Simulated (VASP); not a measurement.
Here is a VASP 6.6.1 calculation.

POSCAR

```
TaN
1.0
    2.9016586662      0.0000000000      0.0000000000
    0.0000000000      5.8915240703      0.0000000000
    0.0000000000      0.0000000000     23.7010936481
N Ta
6 6
Direct
    0.0000000000      0.2500000000      0.3586332397
    0.0000000000      0.7500000000      0.4293166199
    0.5000000000      0.2500000000      0.4646583099
    0.5000000000      0.7500000000      0.5360148096
    0.0000000000      0.2500000000      0.5721690124
    0.0000000000      0.7500000000      0.6326453849
    0.5000000000      0.0000000000      0.3939749298
    0.5000000000      0.5000000000      0.3939749298
    0.0000000000      0.0009880139      0.4999373576
    0.0000000000      0.4990119861      0.4999373576
    0.5000000000     -0.0129758810      0.6054666490
    0.5000000000      0.5129758810      0.6054666490
```

The input INCAR.step1:

```
ALGO = Normal
DIPOL = 0.5 0.5 0.499
EDIFF = 1E-4
ENCUT = 520
GGA = PE
IDIPOL = 3
ISMEAR = 0
LASPH = T
LCHARG = F
LDIPOL = T
LREAL = F
LWAVE = T
NBANDS = 60
NELM = 80
PREC = Accurate
SIGMA = 0.1
```

File INCAR.step2:

```
ALGO = Normal
DIPOL = 0.5 0.5 0.499
EDIFF = 1E-6
ENCUT = 520
IDIPOL = 3
ISIF = 2
ISMEAR = 0
ISTART = 1
LASPH = T
LCHARG = F
LDIPOL = T
LMIXTAU = T
LREAL = F
LWAVE = F
METAGGA = R2SCAN
NBANDS = 60
NELM = 80
PREC = Accurate
SIGMA = 0.1
```

KPOINTS

```
k-points
0
Gamma
  10 5 1
```

Potentials or basis: VASP PAW PBE potentials, release 64 (N, Ta_pv).

Launch:

```sh
$ cat potpaw_PBE.64/N/POTCAR potpaw_PBE.64/Ta_pv/POTCAR > POTCAR
$ cp INCAR.step1 INCAR
$ mpirun -np 1 vasp_std > vasp.out
$ cp INCAR.step2 INCAR
$ mpirun -np 1 vasp_std > vasp.out
```

Task: Predict the band gap on the k mesh.

Result: Zero (bands 48 and 49 overlap by 0.77 eV).

Task: What does it give for the largest force?

Result: 2.785 eV/Å.

Forces in eV/Å, atoms in the order of the input:
```
N    0.000  0.000  2.454
N    0.000  0.000  0.208
N    0.000  0.000 -0.682
N    0.000  0.000  0.018
N    0.000  0.000  0.006
N    0.000  0.000  0.051
Ta   0.000  2.566 -1.082
Ta   0.000 -2.566 -1.082
Ta   0.000 -0.007 -0.005
Ta   0.000  0.007 -0.005
Ta   0.000  0.026  0.059
Ta   0.000 -0.026  0.059
```

Caveat: the PAW data sets were made with another functional, which shifts forces and pressure a little; spin-orbit coupling is left out, which moves the levels of the heavy elements.
